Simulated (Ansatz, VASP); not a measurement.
**Two plane-wave programs on Ge**

```
CELL_PARAMETERS angstrom
2.52020 0.00000 0.00000
-1.26010 2.18256 0.00000
0.00000 0.00000 4.08272
ATOMIC_POSITIONS crystal
Ge 0.33333 0.66667 0.25000
Ge 0.66667 0.33333 0.75000
```

Alike in both runs: task relaxation of cell and atoms; functional revPBE; k mesh 15 × 15 × 8; occupations fermi-dirac, width 0.05 eV; no spin polarisation.

|  | VASP | Ansatz |
| --- | --- | --- |
| version | VASP 6.6.1 | Ansatz 0.2.0 |
| potentials or method | VASP PAW PBE potentials, release 64 (Ge_d) | PAW with Ansatz's default frozen-core files, scalar-relativistic |
| plane-wave cutoff (eV) | 600 | 420 |
| valence electrons in the cell | 28 | 28 |

|  | VASP | Ansatz | Ansatz less VASP |
| --- | --- | --- | --- |
| relaxed volume (Å³/atom) | 19.60 | 19.72 | +0.115 |
| relaxed length of the cell vector where the two differ most in proportion (Å) | 5.071 | 5.081 | +0.0103 |

VASP's potentials were made for PBE, not for revPBE.

Noted on VASP's run: the volume moved by over 15 % at a fixed basis, so the end points are rough.
